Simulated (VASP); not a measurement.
The system is RbBr.

```xyz
2
Lattice="4.3476 0.0000 0.0000 0.0000 4.3476 0.0000 0.0000 0.0000 4.3476" Properties=species:S:1:pos:R:3 pbc="T T T"
Rb    2.1738    2.1738    2.1738
Br    0.0000    0.0000    0.0000
```

```yaml
Program: VASP 6.6.1
Task: relaxation of cell and atoms
Functional: PBE
Potentials_or_basis: VASP PAW PBE potentials, release 64 (Rb_sv, Br)
Cutoff: 500 eV
k_mesh: 3 × 3 × 3
Occupations: gaussian, width 0.15 eV
Spin: no spin polarisation
```

At the start: pressure -1.1 GPa; volume 41.09 Å³/atom.

Task: Where does the relaxation end?

Result: Over 3 steps the energy falls by 13.6 meV/atom and the volume is 37.58 Å³/atom (-8.5 %); space group Pm-3m (No. 221, to 0.05 Å).

Step by step:
```
step  energy change (eV)  largest force (eV/Å)  pressure (GPa)  volume (Å³)
   1              0.0000                0.0000           -1.05        82.18
   2             -0.0173                0.0000           -0.69        79.01
   3             -0.0271                0.0000           -0.10        75.16
```

Final structure:
```xyz
2
Lattice="4.2202 0.0000 0.0000 0.0000 4.2202 0.0000 0.0000 0.0000 4.2202" Properties=species:S:1:pos:R:3 pbc="T T T"
Rb    2.1101    2.1101    2.1101
Br    0.0000    0.0000    0.0000
```

Caveat: the k points lie up to 0.50 Å⁻¹ apart in the final cell.
